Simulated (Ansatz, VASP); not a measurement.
One calculation of Au, two programs

```
CELL_PARAMETERS angstrom
0.00000 1.98413 2.07618
1.98413 0.00000 2.07618
1.98413 1.98413 0.00000
ATOMIC_POSITIONS crystal
Au 0.00000 0.00000 0.00000
```

Change from the starting cell: strain -0.030 along x and y, +0.015 along z, atoms carried along.

Alike in both runs: task single point; functional PBE; k mesh 20 × 20 × 20; occupations gaussian, width 0.15 eV; no spin polarisation.

```csv
,VASP,Ansatz
version,VASP 6.6.1,Ansatz 0.2.0
potentials or method,"VASP PAW PBE potentials, release 64 (Au), cutoff 520 eV","scalar-relativistic, plane waves, PAW"
valence electrons in the cell,11,19
```

VASP gave:

```
gap on the k mesh at the Fermi level (eV)                     : none
pressure (GPa)                                                : 17.3
traceless stress, the component that is largest in VASP (GPa) : -1.39
```

What did Ansatz give for the same quantities?

gap on the k mesh at the Fermi level (eV): none; pressure (GPa): 17.6; traceless stress, the component that is largest in VASP (GPa): -1.38.

A gap of «none» marks a metal or a gap that the smearing closes. The functional is the same, so the differences come from potentials, cutoffs and numerics. VASP's potentials hold 11 valence electrons a cell and Ansatz's 19, so a difference there can come from the potentials and not from the codes.

Neither program's run includes spin-orbit coupling.
